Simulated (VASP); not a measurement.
A run of VASP 6.6.1:

The input INCAR:

```
  PREC = Accurate
  ENCUT = 520
  EDIFF = 1E-7
  ISMEAR = -1
  SIGMA = 0.08
  LREAL = F
  LASPH = T
  NELM = 60
  ALGO = Normal
  ISIF = 2
  LWAVE = F
  LCHARG = F
  GGA = PE
  NBANDS = 17
```

KPOINTS

```
Automatic mesh
0
Gamma
  10 10 10
```

Contents of POSCAR:

```
Ca
1.0
    0.0000000000      3.2456685492      3.2456685492
    3.2456685492      0.0000000000      3.2456685492
    3.2456685492      3.2456685492      0.0000000000
Ca
2
Direct
   -0.1250000000     -0.1250000000     -0.1250000000
    0.1250000000      0.1250000000      0.1250000000
```

Potentials or basis: VASP PAW PBE potentials, release 64 (Ca_sv).

Launch:

```bash
$ cat potpaw_PBE.64/Ca_sv/POTCAR > POTCAR
$ mpirun -np 1 vasp_std > vasp.out
```

Hardware: 1 thread of Intel Xeon 8259CL, on a shared host.

How long does it take, and how much memory?

It took 75 s on 1 thread of Intel Xeon 8259CL (shared host), peak memory 0.22 GiB. Counts: scf iterations 13, k points 47.
